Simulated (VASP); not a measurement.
AlN, 2 atoms in the cell. The structure is cubic, space group Fm-3m (No. 225). Conventional cell: a = 4.071 Å, b = 4.071 Å, c = 4.071 Å, α = 90.00°, β = 90.00°, γ = 90.00°. Al (site symmetry m-3m) has 6 N at 2.04 Å within 2.7 Å. N (site symmetry m-3m) has 6 Al at 2.04 Å within 2.7 Å. 

```yaml
Program: VASP 6.6.1
Task: single point
Functional: PBE
Potentials_or_basis: VASP PAW PBE potentials, release 64 (Al, N)
Cutoff: 520 eV
k_mesh: 10 × 10 × 10
Occupations: gaussian, width 0.02 eV
Spin: no spin polarisation
Dipole_correction: no
Further_INCAR_settings: ALGO = Normal; EDIFF = 1e-07; NBANDS = 11
```

Potentials or basis: VASP PAW PBE potentials, release 64 (Al, N).

Launch:

```bash
$ cat potpaw_PBE.64/Al/POTCAR potpaw_PBE.64/N/POTCAR > POTCAR
$ mpirun -np 1 vasp_std > vasp.out
```

Hardware: 1 thread of Intel(R) Xeon(R) Platinum 8259CL CPU @ 2.50GHz (Skylake/Cascade Lake) (shared host).

Question: How long does it take, and how much memory?

Answer: It took 11 s on 1 thread of Intel(R) Xeon(R) Platinum 8259CL CPU @ 2.50GHz (Skylake/Cascade Lake) (shared host), peak memory 0.13 GiB. Counts: scf iterations 13, k points 47.
